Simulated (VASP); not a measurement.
A run of VASP 6.6.1 is set up as follows.

File INCAR:

```
SYSTEM = MgO
PREC = Accurate
ENCUT = 520
EDIFF = 1E-7
ISMEAR = 0
SIGMA = 0.05
LREAL = .FALSE.
LASPH = .TRUE.
NELM = 100
ALGO = Normal
ISIF = 2
LWAVE = .FALSE.
LCHARG = .TRUE.
GGA = PS
LELF = .TRUE.
LVHAR = .TRUE.
NBANDS = 11
```

The input KPOINTS:

```
Automatic mesh
0
G
  10 10 10
  0 0 0
```

File POSCAR:

```
MgO
1.0
   -0.4566396466      1.9052895601      1.9052895601
    1.9052895601     -0.4566396466      1.9052895601
    1.9052895601      1.9052895601     -0.4566396466
Mg O
1 1
Direct
    0.0000000000      0.0000000000      0.0000000000
    0.5000000000      0.5000000000      0.5000000000
```

Potentials or basis: VASP PAW PBE potentials, release 64 (Mg, O).

Command:

```console
$ cat potpaw_PBE.64/Mg/POTCAR potpaw_PBE.64/O/POTCAR > POTCAR
$ mpirun -np 1 vasp_std > vasp.out
```

(1) Predict the pressure.

(2) Estimate the band gap on the k mesh.

Answers

(1) -0.9 GPa.

(2) 2.91 eV, direct.

Caveat: the PAW data sets were made with another functional, which shifts forces and pressure a little.
